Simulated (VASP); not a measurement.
**Sb: single point with PBEsol**

Crystal: Sb.

```
Sb
1.0
     0.00000    2.35823    2.35823
     2.35823    0.00000    2.35823
     2.35823    2.35823    0.00000
Sb
1
Cartesian
  0.0000 0.0000 0.0000
```

This isn't the form of Sb at room conditions, which is rhombohedral.

```json
{
  "Program": "VASP 6.6.1",
  "Task": "single point",
  "Functional": "PBEsol",
  "Potentials or basis": "VASP PAW PBE potentials, release 64 (Sb)",
  "Cutoff": "500 eV",
  "k mesh": "15 × 15 × 15",
  "Occupations": "methfessel-paxton, width 0.1 eV",
  "Spin": "no spin polarisation"
}
```

```
Pressure               : 0.0 GPa
Band gap on the k mesh : zero (an odd number of electrons rules out a gap without spin polarisation)
```

Levels at points of the mesh, in eV from the Fermi level:
| k point | band 1 | band 2 | band 3 | band 4 | band 5 | band 6 |
| --- | --- | --- | --- | --- | --- | --- |
| (0.00, 0.00, 0.00) | -13.18 | 5.48 | 5.48 | 5.48 | 10.05 | 10.05 |

Wall time 4.9 s on 1 thread of Intel(R) Xeon(R) 6975P-C (Granite Rapids), on a shared host, peak memory 0.15 GiB.

Caveat: the PAW data sets were made with another functional, which shifts forces and pressure a little; spin-orbit coupling is left out, which moves the levels of the heavy elements.
